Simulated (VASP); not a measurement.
Runs of VASP 6.6.1 on Au. The structure is that of space group Pm-3m (No. 221), or close to it. The cells are those of the table. 

```csv
task,cell,k mesh,cutoff (eV),gap on the mesh (eV),pressure (GPa)
single point,"a = 2.770 Å, 1 atom",13 × 13 × 13,520,none,-11.8
single point,"a = 2.667 Å, 1 atom",19 × 19 × 19,520,none,0.5
single point,"a = 2.556 Å, 1 atom",13 × 13 × 13,520,none,27.7
relaxation of cell and atoms,"relaxed from a = 2.636 Å, 1 atom",12 × 12 × 12,600,none,0.0
single point,"a = 2.667 Å, 1 atom",12 × 12 × 12,520,none,0.5
single point,"a = 2.667 Å, 1 atom",13 × 13 × 13,520,none,(a)
single point,"a = 2.737 Å, 1 atom",13 × 13 × 13,520,none,-8.7
single point,"a = 2.631 Å, 1 atom",13 × 13 × 13,520,none,7.4
single point,"a = 2.702 Å, 1 atom",13 × 13 × 13,520,none,(b)
single point,"a = 2.594 Å, 1 atom",13 × 13 × 13,520,none,16.3
```

Alike in all rows: level LDA; potentials or basis VASP PAW LDA potentials, release 64 (Au); no spin polarisation; smearing fermi-dirac 0.1 eV.

Fill in the values left out.

(a) 0.6; (b) -4.7.

Caveats: spin-orbit coupling is left out, which moves the levels of the heavy elements.

A k mesh can miss the band edges, and the runs leave out spin-orbit coupling on Au.

A gap of «none» marks levels without a gap at the run's occupations.
